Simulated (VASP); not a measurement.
A run of VASP 6.6.1 is set up as follows.

INCAR

```
ALGO = Normal
EDIFF = 1E-7
ENCUT = 520
GGA = PE
ISIF = 2
ISMEAR = -1
LASPH = True
LCHARG = False
LREAL = False
LWAVE = False
NBANDS = 11
NELM = 100
PREC = Accurate
SIGMA = 0.05
```

Contents of KPOINTS:

```
k-points
0
Gamma
  10 10 10
```

File POSCAR:

```
Pd
1.0
   -1.5722810000      1.5722810000      1.5722810000
    1.5722810000     -1.5722810000      1.5722810000
    1.5722810000      1.5722810000     -1.5722810000
Pd
1
Direct
    0.0000000000      0.0000000000      0.0000000000
```

Potentials or basis: VASP PAW PBE potentials, release 64 (Pd).

Launch:

```sh
$ cat potpaw_PBE.64/Pd/POTCAR > POTCAR
$ mpirun -np 1 vasp_std > vasp.out
```

Estimate the pressure.

-1.3 GPa.

Predict the band gap on the k mesh.

zero (bands 5 and 6 overlap by 1.43 eV).
